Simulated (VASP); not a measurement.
# Cs in VASP: further runs

Cs is run at these levels: PBE; tasks: single point.

All numbers are computed with VASP 6.6.1; they aren't measurements. Logs are shortened: lines on timing, memory, paths and dates and some standing lists are left out, and cuts for length are marked.

### Step 1. The cell of the first run

The cell holds a sheet with vacuum, 3 atoms: a = 9.337 Å, b = 9.337 Å, c = 28.966 Å, α = 90.00°, β = 90.00°, γ = 120.00°.

The cell was built from a structure type or drawn by symmetry, and may not be a known phase.

### Step 2. Single point, PBE

INCAR reads:

```
SYSTEM = Cs
  PREC = Accurate
  ENCUT = 520
  EDIFF = 1E-6
  ISMEAR = 0
  SIGMA = 0.1
  LREAL = .False.
  LASPH = .True.
  NELM = 60
  ALGO = Normal
  ISIF = 2
  LWAVE = .False.
  LCHARG = .False.
  LDIPOL = .True.
  IDIPOL = 3
  DIPOL = 0.5 0.5 0.276
  GGA = PE
  NBANDS = 20
```

KPOINTS reads:

```
Automatic mesh
0
Gamma
  6 6 1
  0 0 0
```

POSCAR reads:

```
Cs
1.0
    9.3366607625      0.0000000000      0.0000000000
   -4.6683303812      8.0857854068      0.0000000000
    0.0000000000      0.0000000000     28.9657889728
Cs
3
Direct
    0.3333333333      0.6666666667      0.2782678744
    0.6666666667      0.3333333333      0.2741078961
    0.0000000000      1.0000000000      0.2761878852
```

Potentials or basis: VASP PAW PBE potentials, release 64 (Cs_sv).

Command:

```sh
$ cat potpaw_PBE.64/Cs_sv/POTCAR > POTCAR
$ mpirun -np 1 vasp_std > vasp.out
```

OUTCAR:

```text
SYSTEM = Cs
   PREC = Accurate
   ENCUT = 520
   EDIFF = 1E-6
   ISMEAR = 0
   LREAL = .False.
   LASPH = .True.
   NELM = 60
   ISIF = 2
   GGA = PE

 ion  position               nearest neighbor table
   1  0.333  0.667  0.278-
   2  0.667  0.333  0.274-
   3  0.000  0.000  0.276-

  LATTYP: Found a hexagonal cell.
 ALAT       =     9.3366607625
 C/A-ratio  =     3.1023713627

  Lattice vectors:

 A1 = (   9.3366607625,   0.0000000000,   0.0000000000)
 A2 = (  -4.6683303812,   8.0857854068,   0.0000000000)
 A3 = (   0.0000000000,   0.0000000000,  28.9657889728)

Analysis of symmetry for initial positions (statically):
=====================================================================
 Subroutine PRICEL returns:
 Original cell was already a primitive cell.

 Routine SETGRP: Setting up the symmetry group for a
 hexagonal supercell.

 Subroutine GETGRP returns: Found 12 space group operations
 (whereof  6 operations were pure point group operations)
 out of a pool of 24 trial point group operations.

The static configuration has the point symmetry C_3v.
 The point group associated with its full space group is D_3d.

Analysis of symmetry for dynamics (positions and initial velocities):
=====================================================================
 Subroutine PRICEL returns:
 Original cell was already a primitive cell.

 Routine SETGRP: Setting up the symmetry group for a
 hexagonal supercell.

 Subroutine GETGRP returns: Found 12 space group operations
 (whereof  6 operations were pure point group operations)
 out of a pool of 24 trial point group operations.

The dynamic configuration has the point symmetry C_3v.
 The point group associated with its full space group is D_3d.

 Subroutine INISYM returns: Found 12 space group operations
 (whereof  6 operations are pure point group operations),
 and found     1 'primitive' translations

----------------------------------------------------------------------------------------

                                     Primitive cell

  volume of cell :    2186.7501

  direct lattice vectors                    reciprocal lattice vectors
     9.336660762  0.000000000  0.000000000     0.107104673  0.061836912  0.000000000
    -4.668330381  8.085785407  0.000000000     0.000000000  0.123673824  0.000000000
     0.000000000  0.000000000 28.965788973     0.000000000  0.000000000  0.034523486

  length of vectors
     9.336660762  9.336660762 28.965788973     0.123673824  0.123673824  0.034523486

  position of ions in fractional coordinates (direct lattice)
     0.333333333  0.666666667  0.278267874
     0.666666667  0.333333333  0.274107896
     0.000000000  0.000000000  0.276187885

  ion indices of the primitive-cell ions
   primitive index   ion index
                 1           1
                 2           2
                 3           3

----------------------------------------------------------------------------------------

 KPOINTS: Automatic mesh

Automatic generation of k-mesh.
 Grid dimensions read from file:
 generate k-points for:    6    6    1

 Generating k-lattice:

  Cartesian coordinates                     Fractional coordinates (reciprocal lattice)
     0.017850779  0.010306152  0.000000000     0.166666667  0.000000000  0.000000000
     0.000000000  0.020612304  0.000000000     0.000000000  0.166666667  0.000000000
     0.000000000  0.000000000  0.034523486     0.000000000  0.000000000  1.000000000

  Length of vectors
     0.020612304  0.020612304  0.034523486

  Shift w.r.t. Gamma in fractional coordinates (k-lattice)
     0.000000000  0.000000000  0.000000000

 Subroutine IBZKPT returns following result:
 ===========================================

 Found      7 irreducible k-points:

 Following reciprocal coordinates:
            Coordinates               Weight
  0.000000  0.000000  0.000000      1.000000
  0.166667  0.000000  0.000000      6.000000
  0.333333 -0.000000  0.000000      6.000000
  0.500000 -0.000000  0.000000      3.000000
  0.166667  0.166667  0.000000      6.000000
  0.333333  0.166667  0.000000     12.000000
  0.333333  0.333333  0.000000      2.000000
   k-points           NKPTS =      7   k-points in BZ     NKDIM =      7   number of bands    NBANDS=     20
   number of dos      NEDOS =    301   number of ions     NIONS =      3
   total plane-waves  NPLWV = ******
   dimension x,y,z NGX =    70 NGY =   70 NGZ =  216
   dimension x,y,z NGXF=   140 NGYF=  140 NGZF=  432
   ions per type =               3
   NGX,Y,Z   is equivalent  to a cutoff of  12.46, 12.46, 12.40 a.u.
   NGXF,Y,Z  is equivalent  to a cutoff of  24.93, 24.93, 24.79 a.u.
 SYSTEM =  Cs
   PREC   = accura    normal or accurate (medium, high low for compatibility)
   ISTART =      0    job   : 0-new  1-cont  2-samecut
   ICHARG =      2    charge: 1-file 2-atom 10-const
   ISPIN  =      1    spin polarized calculation?
   LNONCOLLINEAR =      F non collinear calculations
   LSORBIT =      F    spin-orbit coupling
   LASPH  =      T    aspherical Exc in radial PAW
   ENCUT  =  520.0 eV  38.22 Ry    6.18 a.u.  17.36 17.36 53.86*2*pi/ulx,y,z
   NELM   =     60;   NELMIN=  2; NELMDL= -5     # of ELM steps
   EDIFF  = 0.1E-05   stopping-criterion for ELM
   LREAL  =      F    real-space projection
   EDIFFG = 0.1E-04   stopping-criterion for IOM
   NSW    =      0    number of steps for IOM
   IBRION =     -1    ionic relax: 0-MD 1-quasi-New 2-CG
   NFREE  =      0    steps in history (QN), initial steepest desc. (CG)
   ISIF   =      2    stress and relaxation
   ISYM   =      2    0-nonsym 1-usesym 2-fastsym
   POTIM  = 0.5000    time-step for ionic-motion
   TEBEG  =    0.0;   TEEND  =   0.0 temperature during run
   PSTRESS=    0.0 pullay stress
   NELECT =      27.0000    total number of electrons
   NUPDOWN=      -1.0000    fix difference up-down
   EMIN   =  10.00;   EMAX   =-10.00  energy-range for DOS
   EFERMI =   0.00;   METHOD = LEGACY
   ISMEAR =     0;   SIGMA  =   0.10  broadening in eV -4-tet -1-fermi 0-gaus
   EFERMI_NEDOS =   21; number of points for ismear=-14 and -15
   IALGO  =     38    algorithm
   IMIX   =      4    mixing-type and parameters
     AMIX     =   0.40;   BMIX     =  1.00
     AMIX_MAG =   1.60;   BMIX_MAG =  1.00
  volume/ion in A,a.u.               =     728.92      4918.97
  Fermi-wavevector in a.u.,A,eV,Ry     =   0.378381  0.715037  1.947979  0.143172
  Thomas-Fermi vector in A             =   1.311652
   LORBIT       =      0    0 simple, 1 ext, 2 COOP (PROOUT), +10 PAW based schemes
   GGA     = PE    functional components
   LHFCALC =     F    Hartree Fock is set to
   AEXX    =    0.0000 exact exchange contribution
   IVDW    =     0    specifies the selected vdW correction
   LEPSILON=     F    determine dielectric tensor
   LRPA    =     F    only Hartree local field effects (RPA)
 non-spin polarized calculation
 Gauss-broadening in eV      SIGMA  =   0.10
  energy-cutoff  :      520.00
  volume of cell :     2186.75
 maximum number of plane-waves:     58918
 NGX is ok and might be reduce to    70
   NGX = 35   NGY = 35   NGZ =107

 dipolmoment           0.000000      0.000000     -0.000010 electrons x Angstroem

 number of electron      26.9999999 magnetization

 dipolmoment           0.000000      0.000000      0.000001 electrons x Angstroem

 Free energy of the ion-electron system (eV)
  ---------------------------------------------------
  ext. energy  EPLUGINS =         0.00000000
  ---------------------------------------------------
  free energy    TOTEN  =        -1.98010504 eV

  energy without entropy =       -1.97002133  energy(sigma->0) =       -1.97506319

 E-fermi :  -1.6938     XC(G=0):  -1.2788

 val. band max:       -1.7862029953   @ k =   0.3333   0.1667   0.0000
 cond. band min:      -1.5596481816   @ k =   0.3333  -0.0000   0.0000
 fundamental gap:      0.2265548137
 Fermi energy:        -1.6937605361

 k-point     1 :       0.0000    0.0000    0.0000
  band No.  band energies     occupation
      1     -25.8299      2.00000
      2     -25.8246      2.00000
      3     -25.8245      2.00000
      4     -12.6758      2.00000
      5     -12.6584      2.00000
      6     -12.6582      2.00000
      7     -12.6353      2.00000
      8     -12.6353      2.00000
      9     -12.6352      2.00000
     10     -12.6352      2.00000
     11     -12.5549      2.00000
     12     -12.5549      2.00000
     13      -2.8323      2.00000
     14      -1.0291      0.00000
     15      -0.6512      0.00000
     16      -0.6512      0.00000
     17      -0.6509      0.00000
     18      -0.6509      0.00000
     19      -0.4430      0.00000
     20      -0.0525      0.00000

 k-point     2 :       0.1667    0.0000    0.0000
  band No.  band energies     occupation
      1     -25.8295      2.00000
      2     -25.8248      2.00000
      3     -25.8247      2.00000
      4     -12.6744      2.00000
      5     -12.6591      2.00000
      6     -12.6588      2.00000
      7     -12.6531      2.00000
      8     -12.6481      2.00000
      9     -12.6148      2.00000
     10     -12.6122      2.00000
     11     -12.5652      2.00000
     12     -12.5574      2.00000
     13      -2.7407      2.00000
     14      -1.0109      0.00000
     15      -0.9933      0.00000
     16      -0.8967      0.00000
     17      -0.6595      0.00000
     18      -0.5873      0.00000
     19      -0.3801      0.00000
     20      -0.3391      0.00000

 k-point     3 :       0.3333   -0.0000    0.0000
  band No.  band energies     occupation
      1     -25.8284      2.00000
      2     -25.8256      2.00000
      3     -25.8250      2.00000
      4     -12.6708      2.00000
      5     -12.6653      2.00000
      6     -12.6618      2.00000
      7     -12.6598      2.00000
      8     -12.6435      2.00000
      9     -12.5948      2.00000
     10     -12.5915      2.00000
     11     -12.5909      2.00000
     12     -12.5650      2.00000
     13      -2.4768      2.00000
     14      -1.5596      0.05788
     15      -1.1923      0.00000
     16      -0.8992      0.00000
     17      -0.6479      0.00000
     18      -0.5703      0.00000
     19      -0.4899      0.00000
     20      -0.4328      0.00000

 k-point     4 :       0.5000   -0.0000    0.0000
  band No.  band energies     occupation
      1     -25.8270      2.00000
      2     -25.8269      2.00000
      3     -25.8251      2.00000
      4     -12.6697      2.00000
      5     -12.6661      2.00000
      6     -12.6661      2.00000
      7     -12.6603      2.00000
      8     -12.6219      2.00000
      9     -12.6219      2.00000
     10     -12.5824      2.00000
     11     -12.5778      2.00000
     12     -12.5776      2.00000
     13      -2.0698      2.00000
     14      -2.0696      2.00000
     15      -1.3024      0.00000
     16      -0.7547      0.00000
     17      -0.7541      0.00000
     18      -0.6413      0.00000
     19      -0.5435      0.00000
     20      -0.1810      0.00000

 k-point     5 :       0.1667    0.1667    0.0000
  band No.  band energies     occupation
      1     -25.8287      2.00000
      2     -25.8252      2.00000
      3     -25.8251      2.00000
      4     -12.6719      2.00000
      5     -12.6603      2.00000
      6     -12.6602      2.00000
      7     -12.6551      2.00000
      8     -12.6551      2.00000
      9     -12.5974      2.00000
     10     -12.5974      2.00000
     11     -12.5842      2.00000
     12     -12.5618      2.00000
     13      -2.5635      2.00000
     14      -1.2876      0.00000
     15      -1.2872      0.00000
     16      -0.9305      0.00000
     17      -0.5588      0.00000
     18      -0.5586      0.00000
     19      -0.4837      0.00000
     20      -0.4832      0.00000

 k-point     6 :       0.3333    0.1667    0.0000
  band No.  band energies     occupation
      1     -25.8274      2.00000
      2     -25.8261      2.00000
      3     -25.8254      2.00000
      4     -12.6678      2.00000
      5     -12.6635      2.00000
      6     -12.6613      2.00000
      7     -12.6612      2.00000
      8     -12.6411      2.00000
      9     -12.6138      2.00000
     10     -12.5826      2.00000
     11     -12.5823      2.00000
     12     -12.5701      2.00000
     13      -2.2319      2.00000
     14      -1.7862      1.80890
     15      -1.4696      0.00152
     16      -0.8132      0.00000
     17      -0.6603      0.00000
     18      -0.5759      0.00000
     19      -0.5452      0.00000
     20      -0.3635      0.00000

 k-point     7 :       0.3333    0.3333    0.0000
  band No.  band energies     occupation
      1     -25.8264      2.00000
      2     -25.8264      2.00000
      3     -25.8262      2.00000
      4     -12.6642      2.00000
      5     -12.6642      2.00000
      6     -12.6641      2.00000
      7     -12.6416      2.00000
      8     -12.6415      2.00000
      9     -12.6415      2.00000
     10     -12.5756      2.00000
     11     -12.5755      2.00000
     12     -12.5755      2.00000
     13      -1.8713      1.98796
     14      -1.8713      1.98794
     15      -1.8713      1.98794
     16      -0.6956      0.00000
     17      -0.6956      0.00000
     18      -0.6948      0.00000
     19      -0.3455      0.00000
     20      -0.3453      0.00000

------------------------ aborting loop because EDIFF is reached ----------------------------------------

 vacuum level on the upper side and lower side of the slab       (xc-potential included)        -0.006        -0.005

  FORCE on cell =-STRESS in cart. coord.  units (eV):
  Direction    XX          YY          ZZ          XY          YZ          ZX
  --------------------------------------------------------------------------------------
  -------------------------------------------------------------------------------------
  Total       -0.0215718     -0.0215718     -0.0158900     -0.0000000      0.0000000      0.0000000
  in kB       -0.0158051     -0.0158051     -0.0116422     -0.0000000      0.0000000      0.0000000
  external PRESSURE =      -0.0144175 kB  Pullay stress =       0.0000000 kB

 VOLUME and BASIS-vectors are now :
 -----------------------------------------------------------------------------
  energy-cutoff  :      520.00
  volume of cell :     2186.75
      direct lattice vectors                 reciprocal lattice vectors
     9.336660762  0.000000000  0.000000000     0.107104673  0.061836912  0.000000000
    -4.668330381  8.085785407  0.000000000     0.000000000  0.123673824  0.000000000
     0.000000000  0.000000000 28.965788973     0.000000000  0.000000000  0.034523486

 POSITION                                       TOTAL-FORCE (eV/Angst)
 -----------------------------------------------------------------------------------
     -0.00000      5.39052      8.06025        -0.000000      0.000000     -0.000612
      4.66833      2.69526      7.93975         0.000000     -0.000000      0.000612
      0.00000      0.00000      8.00000         0.000000      0.000000      0.000000
 -----------------------------------------------------------------------------------
    total drift:                                0.000000      0.000000     -0.000017

  FREE ENERGIE OF THE ION-ELECTRON SYSTEM (eV)
  ---------------------------------------------------
  free  energy   TOTEN  =        -1.9801050391 eV

  energy  without entropy=       -1.9700213320  energy(sigma->0) =       -1.97506319

 vacuum level on the upper side and lower side of the slab         0.458         0.458
```

Wall time 7.2 min (1 thread of AMD EPYC 9R45 (Zen 5), shared host); peak memory 1.6 GiB.

Results:

```
Free energy            : -1.9801 eV
Band gap on the k mesh : zero (an odd number of electrons rules out a gap without spin polarisation)
```

Levels at points of the mesh, in eV from the Fermi level:
```tsv
k point	band 9	band 10	band 11	band 12	band 13	band 14	band 15	band 16	band 17	band 18
(0.00, 0.00, 0.00)	-10.94	-10.94	-10.86	-10.86	-1.14	0.66	1.04	1.04	1.04	1.04
(0.50, 0.00, 0.00)	-10.93	-10.89	-10.88	-10.88	-0.38	-0.38	0.39	0.94	0.94	1.05
```

Caveat: spin-orbit coupling is left out, which moves the levels of the heavy elements.

(Continued in part 2 of 3.)
